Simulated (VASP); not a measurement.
# Al (Immm) in VASP: notebook

Al is run at these levels: PBE; tasks: single point.

Everything below comes from runs of VASP 6.6.1. Logs are shortened: lines on timing, memory, paths and dates and some standing lists are left out, and cuts for length are marked.

### Step 1. The cell of the first run

It takes space group Immm (No. 71, orthorhombic). The conventional cell has a = 2.809 Å, b = 2.916 Å, c = 4.048 Å, α = 90.00°, β = 90.00°, γ = 90.00°. Within 3.7 Å of Al (site symmetry mmm) lie 12 Al at 2.81 to 2.92 Å.

### Step 2. Single point, PBE (strain +0.0375 x Voigt [0, 0, 0, 0, 0, 1])

Contents of INCAR:

```
  ALGO = Fast
  EDIFF = 1E-7
  ENCUT = 520
  GGA = PE
  ISIF = 2
  ISMEAR = 0
  LASPH = True
  LCHARG = False
  LREAL = False
  LWAVE = False
  NBANDS = 8
  NELM = 60
  PREC = Accurate
  SIGMA = 0.15
```

Contents of KPOINTS:

```
k-points
0
Gamma
  20 20 20
```

Contents of POSCAR:

```
Al
1.0
    0.0379496250      2.0239800000      2.0239800000
    2.0239800000      0.0379496250      2.0239800000
    2.0619296250      2.0619296250      0.0000000000
Al
1
Direct
    0.0000000000      0.0000000000      0.0000000000
```

Potentials or basis: VASP PAW PBE potentials, release 64 (Al).

Launch:

```
> cat potpaw_PBE.64/Al/POTCAR > POTCAR
> mpirun -np 1 vasp_std > vasp.out
```

OUTCAR:

```text
EDIFF = 1E-7
   ENCUT = 520
   GGA = PE
   ISIF = 2
   ISMEAR = 0
   LASPH = True
   LREAL = False
   NELM = 60
   PREC = Accurate

 ion  position               nearest neighbor table
   1  0.000  0.000  0.000-

  LATTYP: Found a body centered orthorhombic cell.
 ALAT       =     2.8086710916
 B/A-ratio  =     1.0382165605
 C/A-ratio  =     1.4412367515

  Lattice vectors:

 A1 = (   2.0239800000,   0.0379496250,  -2.0239800000)
 A2 = (  -2.0239800000,  -0.0379496250,  -2.0239800000)
 A3 = (   0.0379496250,   2.0239800000,   2.0239800000)

Analysis of symmetry for initial positions (statically):
=====================================================================
 Subroutine PRICEL returns:
 Original cell was already a primitive cell.

 Routine SETGRP: Setting up the symmetry group for a
 body centered orthorhombic supercell.

 Subroutine GETGRP returns: Found  8 space group operations
 (whereof  8 operations were pure point group operations)
 out of a pool of  8 trial point group operations.

The static configuration has the point symmetry D_2h.

Analysis of symmetry for dynamics (positions and initial velocities):
=====================================================================
 Subroutine PRICEL returns:
 Original cell was already a primitive cell.

 Routine SETGRP: Setting up the symmetry group for a
 body centered orthorhombic supercell.

 Subroutine GETGRP returns: Found  8 space group operations
 (whereof  8 operations were pure point group operations)
 out of a pool of  8 trial point group operations.

The dynamic configuration has the point symmetry D_2h.

 Subroutine INISYM returns: Found  8 space group operations
 (whereof  8 operations are pure point group operations),
 and found     1 'primitive' translations

----------------------------------------------------------------------------------------

                                     Primitive cell

  volume of cell :      16.5766

  direct lattice vectors                    reciprocal lattice vectors
     0.037949625  2.023980000  2.023980000    -0.251758486  0.251758486  0.247038014
     2.023980000  0.037949625  2.023980000     0.251758486 -0.251758486  0.247038014
     2.061929625  2.061929625  0.000000000     0.242491302  0.242491302 -0.247038014

  length of vectors
     2.862591528  2.862591528  2.916008840     0.433350263  0.433350263  0.422648606

  position of ions in fractional coordinates (direct lattice)
     0.000000000  0.000000000  0.000000000

  ion indices of the primitive-cell ions
   primitive index   ion index
                 1           1

----------------------------------------------------------------------------------------

 KPOINTS: k-points

Automatic generation of k-mesh.
 Grid dimensions read from file:
 generate k-points for:   20   20   20

 Generating k-lattice:

  Cartesian coordinates                     Fractional coordinates (reciprocal lattice)
    -0.012587924  0.012587924  0.012351901     0.050000000  0.000000000  0.000000000
     0.012587924 -0.012587924  0.012351901     0.000000000  0.050000000  0.000000000
     0.012124565  0.012124565 -0.012351901     0.000000000  0.000000000  0.050000000

  Length of vectors
     0.021667513  0.021667513  0.021132430

  Shift w.r.t. Gamma in fractional coordinates (k-lattice)
     0.000000000  0.000000000  0.000000000

 Subroutine IBZKPT returns following result:
 ===========================================

 Found   1166 irreducible k-points:

 Following reciprocal coordinates:
            Coordinates               Weight
  0.000000  0.000000  0.000000      1.000000
  0.050000 -0.000000  0.000000      4.000000
  0.100000  0.000000  0.000000      4.000000
  0.150000  0.000000  0.000000      4.000000
  0.200000  0.000000  0.000000      4.000000
  0.250000 -0.000000  0.000000      4.000000
[... 16 lines left out ...]
 -0.400000  0.050000  0.000000      4.000000
 -0.350000  0.050000  0.000000      4.000000
 [... further k-points ...]
   k-points           NKPTS =   1166   k-points in BZ     NKDIM =   1166   number of bands    NBANDS=      8
   number of dos      NEDOS =    301   number of ions     NIONS =      1
   total plane-waves  NPLWV =  13824
   dimension x,y,z NGX =    24 NGY =   24 NGZ =   24
   dimension x,y,z NGXF=    48 NGYF=   48 NGZF=   48
   ions per type =               1
   NGX,Y,Z   is equivalent  to a cutoff of  13.94, 13.94, 13.68 a.u.
   NGXF,Y,Z  is equivalent  to a cutoff of  27.88, 27.88, 27.37 a.u.
 SYSTEM =  unknown system
   PREC   = accura    normal or accurate (medium, high low for compatibility)
   ISTART =      0    job   : 0-new  1-cont  2-samecut
   ICHARG =      2    charge: 1-file 2-atom 10-const
   ISPIN  =      1    spin polarized calculation?
   LNONCOLLINEAR =      F non collinear calculations
   LSORBIT =      F    spin-orbit coupling
   LASPH  =      T    aspherical Exc in radial PAW
   ENCUT  =  520.0 eV  38.22 Ry    6.18 a.u.   5.32  5.32  5.42*2*pi/ulx,y,z
   NELM   =     60;   NELMIN=  2; NELMDL= -5     # of ELM steps
   EDIFF  = 0.1E-06   stopping-criterion for ELM
   LREAL  =      F    real-space projection
   EDIFFG = 0.1E-05   stopping-criterion for IOM
   NSW    =      0    number of steps for IOM
   IBRION =     -1    ionic relax: 0-MD 1-quasi-New 2-CG
   NFREE  =      0    steps in history (QN), initial steepest desc. (CG)
   ISIF   =      2    stress and relaxation
   ISYM   =      2    0-nonsym 1-usesym 2-fastsym
   POTIM  = 0.5000    time-step for ionic-motion
   TEBEG  =    0.0;   TEEND  =   0.0 temperature during run
   PSTRESS=    0.0 pullay stress
   NELECT =       3.0000    total number of electrons
   NUPDOWN=      -1.0000    fix difference up-down
   EMIN   =  10.00;   EMAX   =-10.00  energy-range for DOS
   EFERMI =   0.00;   METHOD = LEGACY
   ISMEAR =     0;   SIGMA  =   0.15  broadening in eV -4-tet -1-fermi 0-gaus
   EFERMI_NEDOS =   21; number of points for ismear=-14 and -15
   IALGO  =     68    algorithm
   IMIX   =      4    mixing-type and parameters
     AMIX     =   0.40;   BMIX     =  1.00
     AMIX_MAG =   1.60;   BMIX_MAG =  1.00
  volume/ion in A,a.u.               =      16.58       111.86
  Fermi-wavevector in a.u.,A,eV,Ry     =   0.926012  1.749909 11.666971  0.857498
  Thomas-Fermi vector in A             =   2.051928
   LORBIT       =      0    0 simple, 1 ext, 2 COOP (PROOUT), +10 PAW based schemes
   GGA     = PE    functional components
   LHFCALC =     F    Hartree Fock is set to
   AEXX    =    0.0000 exact exchange contribution
   IVDW    =     0    specifies the selected vdW correction
   LEPSILON=     F    determine dielectric tensor
   LRPA    =     F    only Hartree local field effects (RPA)
 non-spin polarized calculation
 RMM-DIIS sequential band-by-band and
 Gauss-broadening in eV      SIGMA  =   0.15
  energy-cutoff  :      520.00
  volume of cell :       16.58
 maximum number of plane-waves:       466
 NGX is ok and might be reduce to    24
   NGX = 11   NGY = 11   NGZ = 11

 number of electron       3.0000000 magnetization

 Free energy of the ion-electron system (eV)
  ---------------------------------------------------
  ext. energy  EPLUGINS =         0.00000000
  ---------------------------------------------------
  free energy    TOTEN  =        -3.74532572 eV

  energy without entropy =       -3.74051520  energy(sigma->0) =       -3.74292046

 E-fermi :   7.9729     XC(G=0): -10.1794

 val. band max:        7.9575517311   @ k =  -0.4500   0.1000   0.4500
 cond. band min:       7.9776922160   @ k =  -0.4500   0.0500   0.4000
 fundamental gap:      0.0201404848
 Fermi energy:         7.9729499473

 k-point     1 :       0.0000    0.0000    0.0000
  band No.  band energies     occupation
      1      -3.1516      2.00000
      2      19.9671      0.00000
      3      20.5074      0.00000
      4      21.1482      0.00000
      5      21.3688      0.00000
      6      21.8285      0.00000
      7      22.6554      0.00000
      8      24.5791      0.00000

 k-point     2 :       0.0500   -0.0000    0.0000
  band No.  band energies     occupation
      1      -3.0821      2.00000
      2      19.6363      0.00000
      3      19.6874      0.00000
      4      20.4445      0.00000
      5      21.7608      0.00000
      6      22.2134      0.00000
      7      23.0048      0.00000
      8      25.4497      0.00000

 k-point     3 :       0.1000    0.0000    0.0000
  band No.  band energies     occupation
      1      -2.8738      2.00000
      2      17.7020      0.00000
      3      19.2155      0.00000
      4      19.8972      0.00000
      5      22.4821      0.00000
      6      22.5581      0.00000
      7      23.5266      0.00000
      8      25.9275      0.00000

 k-point     4 :       0.1500    0.0000    0.0000
  band No.  band energies     occupation
      1      -2.5273      2.00000
      2      15.6631      0.00000
      3      18.7904      0.00000
      4      19.4380      0.00000
      5      22.3915      0.00000
      6      23.4144      0.00000
      7      24.1866      0.00000
      8      24.9485      0.00000

 k-point     5 :       0.2000    0.0000    0.0000
  band No.  band energies     occupation
      1      -2.0438      2.00000
      2      13.6602      0.00000
      3      18.4610      0.00000
      4      19.0786      0.00000
      5      22.2210      0.00000
      6      23.3178      0.00000
      7      23.6205      0.00000
      8      25.0826      0.00000

 k-point     6 :       0.2500   -0.0000    0.0000
  band No.  band energies     occupation
      1      -1.4244      2.00000
      2      11.7325      0.00000
      3      18.2407      0.00000
      4      18.8280      0.00000
      5      22.0793      0.00000
      6      22.4015      0.00000
      7      22.6843      0.00000
      8      26.2339      0.00000

 k-point     7 :       0.3000    0.0000    0.0000
  band No.  band energies     occupation
      1      -0.6712      2.00000
      2       9.8979      0.00000
      3      18.1342      0.00000
      4      18.6899      0.00000
      5      21.4885      0.00000
      6      21.7747      0.00000
      7      22.0476      0.00000
      8      25.6251      0.00000
[... 133 lines left out ...]
 k-point    20 :       0.4500    0.0500    0.0000
  band No.  band energies     occupation
      1       2.0129      2.00000
      2       5.6118      2.00000
      3      17.4098      0.00000
      4      18.5582      0.00000
      5      18.9969      0.00000
      6      20.6625      0.00000
      7      23.4308      0.00000
      8      24.0791      0.00000

 k-point    21 :       0.5000    0.0500    0.0000
  band No.  band energies     occupation
      1       3.2152      2.00000
      2       4.2033      2.00000
      3      17.7307      0.00000
      4      18.1007      0.00000
      5      19.3026      0.00000
      6      20.1433      0.00000
      7      23.4401      0.00000
      8      23.8123      0.00000

 k-point    22 :      -0.4500    0.0500    0.0000
  band No.  band energies     occupation
      1       2.8478      2.00000
      2       4.6075      2.00000
      3      17.7494      0.00000
      4      18.1703      0.00000
      5      19.7391      0.00000
      6      19.7408      0.00000
      7      23.0142      0.00000
      8      24.2135      0.00000

 k-point    23 :      -0.4000    0.0500    0.0000
  band No.  band energies     occupation
      1       1.6712      2.00000
      2       6.0638      2.00000
      3      17.5155      0.00000
      4      18.7273      0.00000
      5      19.4566      0.00000
      6      20.2922      0.00000
      7      22.6847      0.00000
      8      24.7497      0.00000

 k-point    24 :      -0.3500    0.0500    0.0000
  band No.  band energies     occupation
      1       0.6136      2.00000
      2       7.6431      1.99813
      3      17.4002      0.00000
      4      19.2633      0.00000
      5      19.4281      0.00000
      6      20.9529      0.00000
      7      22.4782      0.00000
      8      25.3837      0.00000

 [... further k-points ...]

------------------------ aborting loop because EDIFF is reached ----------------------------------------

  FORCE on cell =-STRESS in cart. coord.  units (eV):
  Direction    XX          YY          ZZ          XY          YZ          ZX
  --------------------------------------------------------------------------------------
  -------------------------------------------------------------------------------------
  Total       -0.0059032     -0.0059032     -0.0874272     -0.1224423      0.0000000      0.0000000
  in kB       -0.5705595     -0.5705595     -8.4500898    -11.8343949      0.0000000      0.0000000
  external PRESSURE =      -3.1970696 kB  Pullay stress =       0.0000000 kB

 VOLUME and BASIS-vectors are now :
 -----------------------------------------------------------------------------
  energy-cutoff  :      520.00
  volume of cell :       16.58
      direct lattice vectors                 reciprocal lattice vectors
     0.037949625  2.023980000  2.023980000    -0.251758486  0.251758486  0.247038014
     2.023980000  0.037949625  2.023980000     0.251758486 -0.251758486  0.247038014
     2.061929625  2.061929625  0.000000000     0.242491302  0.242491302 -0.247038014

 POSITION                                       TOTAL-FORCE (eV/Angst)
 -----------------------------------------------------------------------------------
      0.00000      0.00000      0.00000         0.000000      0.000000      0.000000
 -----------------------------------------------------------------------------------
    total drift:                                0.000000     -0.000000     -0.000000

  FREE ENERGIE OF THE ION-ELECTRON SYSTEM (eV)
  ---------------------------------------------------
  free  energy   TOTEN  =        -3.7453257189 eV

  energy  without entropy=       -3.7405151953  energy(sigma->0) =       -3.74292046
```

Run time: 2.2 min. Hardware: 1 thread of Intel Xeon 8259CL, shared host; peak memory 0.25 GiB.

Results:

| Quantity | Value |
| --- | --- |
| Free energy | -3.7453 eV |
| Pressure | -0.3 GPa |
| Band gap on the k mesh | zero (an odd number of electrons rules out a gap without spin polarisation) |

Caveat: the cell differs from its parent crystal (strain +0.0375 x Voigt [0, 0, 0, 0, 0, 1]).

### Step 3. Single point, PBE (strain +0.0125 x Voigt [0, 0, 0, 0, 0, 1])

Contents of INCAR:

```
SYSTEM = Al
ALGO = Fast ; EDIFF = 1E-6
ENCUT = 520 ; GGA = PE
ISIF = 2 ; ISMEAR = 0
LASPH = .TRUE. ; LCHARG = .FALSE.
LREAL = .FALSE. ; LWAVE = .FALSE.
NBANDS = 8 ; NELM = 80
PREC = Accurate ; SIGMA = 0.15
```

Contents of KPOINTS:

```
k-points
0
G
  20 20 20
  0 0 0
```

Contents of POSCAR:

```
Al
1.0
    0.0126498750      2.0239800000      2.0239800000
    2.0239800000      0.0126498750      2.0239800000
    2.0366298750      2.0366298750      0.0000000000
Al
1
Direct
    0.0000000000      0.0000000000      0.0000000000
```

Potentials or basis: VASP PAW PBE potentials, release 64 (Al).

Launch:

```
> cat potpaw_PBE.64/Al/POTCAR > POTCAR
> mpirun -np 1 vasp_std > vasp.out
```

Run time: 1.9 min. Hardware: 1 thread of Intel Xeon 8259CL, shared host; peak memory 0.25 GiB.

The run converged. Its results:

| Item | Value |
| --- | --- |
| Free energy | -3.7473 eV |
| Pressure | -0.4 GPa |
| Band gap on the k mesh | zero (an odd number of electrons rules out a gap without spin polarisation) |

Stress tensor (GPa, compression positive):
```
-0.38 -0.38  0.00
-0.38 -0.38  0.00
 0.00  0.00 -0.55
```

Levels at points of the mesh, in eV from the Fermi level:
```
           k point  band 1  band 2  band 3  band 4  band 5
(0.00, 0.00, 0.00)  -11.14   12.36   12.55   12.75   13.80
(0.50, 0.00, 0.00)   -4.58   -4.33   11.17   11.23   11.27
(0.50, 0.50, 0.00)   -2.95   -1.64    5.21    5.31    5.76
(0.00, 0.00, 0.50)   -4.64   -4.49   11.36   11.37   11.47
(0.50, 0.00, 0.50)   -2.95   -1.64    5.22    5.53    5.53
```

Caveat: the cell differs from its parent crystal (strain +0.0125 x Voigt [0, 0, 0, 0, 0, 1]).
